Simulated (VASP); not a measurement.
The system is GaN.

```
Ga N
1.0
     2.61413    0.00000    0.00000
     0.00000    2.61413    0.00000
     0.00000    0.00000    3.42638
Ga N
1 1
Direct
  0.50000 0.50000 0.50000
  0.00000 0.00000 0.00000
```

```yaml
Program: VASP 6.6.1
Task: relaxation of cell and atoms
Functional: PBE
Potentials_or_basis: VASP PAW PBE potentials, release 64 (Ga_d, N)
Cutoff: 600 eV
k_mesh: 6 × 6 × 6
Occupations: gaussian, width 0.1 eV
Spin: no spin polarisation
```

At the start: pressure -4.9 GPa; volume 11.71 Å³/atom.

**Question.** How do energy, volume and symmetry change on relaxing?

**Answer.** Over 8 steps the energy falls by 371.0 meV/atom and the volume is 10.34 Å³/atom (-11.7 %); space group P4/mmm (No. 123, to 0.05 Å).

Step by step:
```tsv
step	energy change (eV)	largest force (eV/Å)	pressure (GPa)	volume (Å³)
1	0.0000	0.0000	-4.86	23.41
2	-0.6442	0.0000	-6.25	22.04
3	-0.7178	0.0000	-5.39	21.60
4	-0.7321	0.0000	-4.32	21.36
5	-0.7362	0.0000	-3.23	21.18
6	-0.7358	0.0000	-3.56	21.23
7	-0.7408	0.0000	1.75	20.44
8	-0.7421	0.0000	0.02	20.68
```

Final structure:
```
CELL_PARAMETERS angstrom
2.72384 0.00000 0.00000
0.00000 2.72384 0.00000
0.00000 0.00000 2.78748
ATOMIC_POSITIONS crystal
Ga 0.50000 0.50000 0.50000
N 0.00000 0.00000 0.00000
```

Caveat: the k points lie up to 0.38 Å⁻¹ apart in the final cell.
